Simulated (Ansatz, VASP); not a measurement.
SnSe in VASP and in Ansatz

```
Sn Se
1.0
     0.00000    3.01000    3.01000
     3.01000    0.00000    3.01000
     3.01000    3.01000    0.00000
Sn Se
1 1
Direct
  0.00000 0.00000 0.00000
  0.50000 0.50000 0.50000
```

Alike in both runs: task single point; functional PBEsol; k mesh 3 × 3 × 3; non-collinear spin, spin-orbit coupling.

|  | VASP | Ansatz |
| --- | --- | --- |
| version | VASP 6.6.1 | Ansatz 0.2.0 |
| potentials or method | VASP PAW PBE potentials, release 64 (Sn_d, Se) | plane waves, PAW |
| plane-wave cutoff (eV) | 520 | 420 |
| occupations | gaussian, width 0.01 eV | fixed |
| valence electrons in the cell | 20 | 30 |

```csv
,VASP,Ansatz,Ansatz less VASP
net moment per atom (μB),0.00,0.00,0.000
```

VASP's potentials were made for PBE, not for PBEsol. VASP's potentials hold 20 valence electrons a cell and Ansatz's 30, so a difference there can come from the potentials and not from the codes.

The k mesh is coarse, so the values compare programs but aren't converged.
